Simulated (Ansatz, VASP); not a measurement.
**Tl3Ge: VASP beside Ansatz**

```xyz
4
Lattice="4.8185 0.0000 0.0000 0.0000 4.8185 0.0000 0.0000 0.0000 4.8185" Properties=species:S:1:pos:R:3 pbc="T T T"
Tl    0.1000    2.4093    2.4093
Tl    2.4093    0.0000    2.4093
Tl    2.4093    2.4093    0.0000
Ge    0.0000    0.0000    0.0000
```

Alike in both runs: task single point; functional LDA; k mesh 5 × 5 × 5; occupations fermi-dirac, width 0.1 eV; no spin polarisation.

|  | VASP | Ansatz |
| --- | --- | --- |
| version | VASP 6.6.1 | Ansatz 0.2.0 |
| potentials or method | VASP PAW LDA potentials, release 64 (Tl_d, Ge_d) | plane waves, PAW |
| plane-wave cutoff (eV) | 520 | 420 |
| valence electrons in the cell | 53 | 53 |

```csv
,VASP,Ansatz,Ansatz less VASP
rms of the force components (eV/Å),0.074,0.073,-0.0011
```

LDA's correlation is that of Perdew and Zunger in VASP and of Perdew and Wang (1992) in Ansatz. Atom by atom the forces differ by 0.001 eV/Å (rms over components).

Neither program's run includes spin-orbit coupling.
